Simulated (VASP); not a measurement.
YCu2S2, 5 atoms in the cell. Symmetry: P-3m1, No. 164, trigonal system. Conventional cell: a = 3.927 Å, b = 3.927 Å, c = 6.414 Å, α = 90.00°, β = 90.00°, γ = 120.00°. Y (site symmetry -3m) has 6 S at 2.84 Å and 6 Cu at 3.15 Å within 3.7 Å. Within 3.2 Å of Cu (site symmetry 3m) lie 4 S at 2.32 to 2.51 Å and 3 Cu at 3.04 Å and 3 Y at 3.15 Å. Within 3.1 Å of S (site symmetry 3m) lie 4 Cu at 2.32 to 2.51 Å and 3 Y at 2.84 Å. 

* Program: VASP 6.6.1
* Task: single point
* Functional: PBEsol
* Potentials or basis: VASP PAW PBE potentials, release 64 (Y_sv, Cu, S)
* Cutoff: 600 eV
* k mesh: 8 × 8 × 4
* Occupations: gaussian, width 0.3 eV
* Spin: no spin polarisation
* Dipole correction: no
* Further INCAR settings: ALGO = Normal; EDIFF = 1e-06; NBANDS = 30

Potentials or basis: VASP PAW PBE potentials, release 64 (Y_sv, Cu, S).

Launch:

```console
$ cat potpaw_PBE.64/Y_sv/POTCAR potpaw_PBE.64/Cu/POTCAR potpaw_PBE.64/S/POTCAR > POTCAR
$ mpirun -np 1 vasp_std > vasp.out
```

Hardware: 1 thread of AMD EPYC 9R45 (Zen 5), on a shared host.

Question: How long does it take, and how much memory?

Answer: It took 74 s on 1 thread of AMD EPYC 9R45 (Zen 5), on a shared host, peak memory 0.26 GiB. Counts: scf iterations 20, k points 35.
